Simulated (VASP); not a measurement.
# Be2Hg (R3m) in VASP: further runs, part 2 of 2

VASP 6.6.1.

### Step 4. Single point, PBE

This run uses another cell than the first one, of the same volume but with other edges.

The input, INCAR:

```
SYSTEM = Be2Hg
PREC = Accurate ; ENCUT = 520
EDIFF = 1E-6 ; ISMEAR = 0
SIGMA = 0.1 ; LREAL = .False.
LASPH = .True. ; NELM = 80
ALGO = Fast ; ISIF = 2
LWAVE = .False. ; LCHARG = .False.
GGA = PE ; NBANDS = 15
```

The input, KPOINTS:

```
Automatic mesh
0
Gamma
  18 18 18
  0 0 0
```

The input, POSCAR:

```
Be2Hg
1.0
    1.4445703054      0.8340230547      5.8179155444
   -1.4445703054      0.8340230547      5.8179155444
    0.0000000000     -1.6680461094      5.8179155444
Be Hg
2 1
Direct
    0.2102912903      0.2102912903      0.2102912903
    0.4551762599      0.4551762599      0.4551762599
    0.0012324498      0.0012324498      0.0012324498
```

Potentials or basis: VASP PAW PBE potentials, release 64 (Be, Hg).

Command:

```bash
$ cat potpaw_PBE.64/Be/POTCAR potpaw_PBE.64/Hg/POTCAR > POTCAR
$ mpirun -np 1 vasp_std > vasp.out
```

OUTCAR:

```text
SYSTEM = Be2Hg
   PREC = Accurate
   ENCUT = 520
   EDIFF = 1E-6
   ISMEAR = 0
   LREAL = .False.
   LASPH = .True.
   NELM = 80
   ISIF = 2
   GGA = PE

 ion  position               nearest neighbor table
   1  0.210  0.210  0.210-   2 2.27   2 2.27   2 2.27   3 2.74   3 2.74   3 2.74
   2  0.455  0.455  0.455-   1 2.27   1 2.27   1 2.27   3 2.69   3 2.69   3 2.69
   3  0.001  0.001  0.001-   2 2.69   2 2.69   2 2.69   1 2.74   1 2.74   1 2.74

  LATTYP: Found a trigonal (rhomboedric) cell.
 ALAT       =     6.0523151855
 COS(alpha) =     0.8860631289

  Lattice vectors:

 A1 = (   1.4445703054,   0.8340230547,   5.8179155444)
 A2 = (  -1.4445703054,   0.8340230547,   5.8179155444)
 A3 = (   0.0000000000,  -1.6680461094,   5.8179155444)

Analysis of symmetry for initial positions (statically):
=====================================================================
 Subroutine PRICEL returns:
 Original cell was already a primitive cell.

 Routine SETGRP: Setting up the symmetry group for a
 trigonal (rhombohedral) supercell.

 Subroutine GETGRP returns: Found  6 space group operations
 (whereof  6 operations were pure point group operations)
 out of a pool of 12 trial point group operations.

The static configuration has the point symmetry C_3v.

Analysis of symmetry for dynamics (positions and initial velocities):
=====================================================================
 Subroutine PRICEL returns:
 Original cell was already a primitive cell.

 Routine SETGRP: Setting up the symmetry group for a
 trigonal (rhombohedral) supercell.

 Subroutine GETGRP returns: Found  6 space group operations
 (whereof  6 operations were pure point group operations)
 out of a pool of 12 trial point group operations.

The dynamic configuration has the point symmetry C_3v.

 Subroutine INISYM returns: Found  6 space group operations
 (whereof  6 operations are pure point group operations),
 and found     1 'primitive' translations

[... 122 lines left out ...]
   LHFCALC =     F    Hartree Fock is set to
   AEXX    =    0.0000 exact exchange contribution
   IVDW    =     0    specifies the selected vdW correction
   LEPSILON=     F    determine dielectric tensor
   LRPA    =     F    only Hartree local field effects (RPA)
 non-spin polarized calculation
 RMM-DIIS sequential band-by-band and
 Gauss-broadening in eV      SIGMA  =   0.10
  energy-cutoff  :      520.00
  volume of cell :       42.06
 maximum number of plane-waves:      1170
 NGX is ok and might be reduce to    48

 number of electron      16.0000000 magnetization

 Free energy of the ion-electron system (eV)
  ---------------------------------------------------
  ext. energy  EPLUGINS =         0.00000000
  ---------------------------------------------------
  free energy    TOTEN  =        -5.79507988 eV

  energy without entropy =       -5.79178271  energy(sigma->0) =       -5.79343129

 E-fermi :   4.6837     XC(G=0): -10.6299

 val. band max:        4.6773766656   @ k =  -0.4444   0.4444   0.2778
 cond. band min:       4.6899364264   @ k =  -0.2222   0.3333   0.2222
 fundamental gap:      0.0125597608
 Fermi energy:         4.6836838395

 k-point     1 :       0.0000    0.0000    0.0000
  band No.  band energies     occupation
      1      -6.3247      2.00000
      2      -4.5226      2.00000
      3      -3.7536      2.00000
      4      -3.7536      2.00000
      5      -2.5432      2.00000
      6      -2.5432      2.00000
      7      -0.6624      2.00000
      8      -0.5589      2.00000
      9      11.4147      0.00000
     10      12.7555      0.00000
     11      12.7555      0.00000
     12      13.2084      0.00000
     13      14.9620      0.00000
     14      14.9620      0.00000
[... 401 lines left out ...]
      2      -3.9512      2.00000
      3      -3.7798      2.00000
      4      -3.6737      2.00000
      5      -2.7553      2.00000
      6      -2.6994      2.00000
      7       0.2623      2.00000
      8       1.7546      2.00000
      9       7.8486      0.00000
     10      10.2435      0.00000
     11      10.3797      0.00000
     12      12.5117      0.00000
     13      13.5323      0.00000
     14      14.6549      0.00000
     15      15.6292      0.00000

 [... further k-points ...]
[... 5 lines left out ...]
  --------------------------------------------------------------------------------------
  -------------------------------------------------------------------------------------
  Total        0.1568610      0.1568610      0.0577882      0.0000000      0.0000000      0.0000000
  in kB        5.9757202      5.9757202      2.2014774      0.0000000      0.0000000      0.0000000
  external PRESSURE =       4.7176393 kB  Pullay stress =       0.0000000 kB

 VOLUME and BASIS-vectors are now :
 -----------------------------------------------------------------------------
  energy-cutoff  :      520.00
  volume of cell :       42.06
      direct lattice vectors                 reciprocal lattice vectors
     1.444570305  0.834023055  5.817915544     0.346123687  0.199834604  0.057294289
    -1.444570305  0.834023055  5.817915544    -0.346123687  0.199834604  0.057294289
     0.000000000 -1.668046109  5.817915544     0.000000000 -0.399669208  0.057294289

 POSITION                                       TOTAL-FORCE (eV/Angst)
 -----------------------------------------------------------------------------------
      0.00000      0.00000      3.67037         0.000000      0.000000     -0.013215
      0.00000      0.00000      7.94453         0.000000     -0.000000      0.008879
      0.00000      0.00000      0.02151         0.000000      0.000000      0.004337
 -----------------------------------------------------------------------------------
    total drift:                                0.000000      0.000000     -0.000020

  FREE ENERGIE OF THE ION-ELECTRON SYSTEM (eV)
  ---------------------------------------------------
  free  energy   TOTEN  =        -5.7950798833 eV

  energy  without entropy=       -5.7917827064  energy(sigma->0) =       -5.79343129
```

OSZICAR:

```text
N       E                     dE             d eps       ncg     rms          rms(c)
DAV:   1     0.786773463970E+02    0.78677E+02   -0.75075E+03 17792   0.974E+02
DAV:   2    -0.509698918836E+01   -0.83774E+02   -0.73486E+02 20550   0.222E+02
DAV:   3    -0.718494855564E+01   -0.20880E+01   -0.20782E+01 22993   0.362E+01
DAV:   4    -0.718923557882E+01   -0.42870E-02   -0.42867E-02 19024   0.184E+00
DAV:   5    -0.718924611730E+01   -0.10538E-04   -0.10538E-04 23434   0.906E-02    0.697E+00
RMM:   6    -0.583066865643E+01    0.13586E+01   -0.16204E+00 18417   0.930E+00    0.799E+00
RMM:   7    -0.580585877210E+01    0.24810E-01   -0.65242E-02 20092   0.250E+00    0.431E+00
RMM:   8    -0.579554764180E+01    0.10311E-01   -0.14702E-02 20381   0.121E+00    0.726E-01
RMM:   9    -0.579513364857E+01    0.41399E-03   -0.10267E-03 20379   0.280E-01    0.218E-01
RMM:  10    -0.579507695848E+01    0.56690E-04   -0.70086E-05 20941   0.739E-02    0.179E-02
RMM:  11    -0.579507996189E+01   -0.30034E-05   -0.82081E-06 20414   0.276E-02    0.817E-03
RMM:  12    -0.579507988332E+01    0.78573E-07   -0.14104E-06 16673   0.967E-03
   1 F= -.57950799E+01 E0= -.57934313E+01  d E =-.329718E-02
```

Run time: 7.6 min. Hardware: 1 thread of Intel Xeon 6975P-C (Granite Rapids), shared host; peak memory 0.62 GiB.

Results:

```
Free energy            : -5.7951 eV
Pressure               : 0.5 GPa
Largest force          : 0.013 eV/Å
Band gap on the k mesh : zero (bands 8 and 9 overlap by 1.96 eV)
```

Forces on the atoms (eV/Å):
```
Be   0.000  0.000 -0.013
Be   0.000  0.000  0.009
Hg   0.000  0.000  0.004
```

Stress tensor (GPa, compression positive):
```
0.60 0.00 0.00
0.00 0.60 0.00
0.00 0.00 0.22
```

Caveat: spin-orbit coupling is left out, which moves the levels of the heavy elements.

### Step 5. Summary

| task | cell | k mesh | cutoff (eV) | gap on the mesh (eV) | pressure (GPa) | largest force (eV/Å) |
| --- | --- | --- | --- | --- | --- | --- |
| single point | a = 6.179 Å, angles 26.7°, 3 atoms, atomic positions A | 6 × 6 × 6 | 520 | none | 0.5 | 0.01 |
| relaxation of cell and atoms | relaxed from a = 5.696 Å, angles 28.7°, 3 atoms, atomic positions B | 6 × 6 × 6 | 600 | none | 0.0 | 0.02 |
| single point | a = 6.052 Å, angles 27.6°, 3 atoms, atomic positions C | 18 × 18 × 18 | 520 | none | 0.5 | 0.01 |

Alike in all rows: level PBE; potentials or basis VASP PAW PBE potentials, release 64 (Be, Hg); no spin polarisation; smearing gaussian 0.1 eV.

Caveats: some runs use coarse meshes; spin-orbit coupling is left out, which moves the levels of the heavy elements.

Absolute energies hang on the potentials; compare differences alone.

The gap in the log of VASP goes by the Fermi energy; the results here count the filled bands.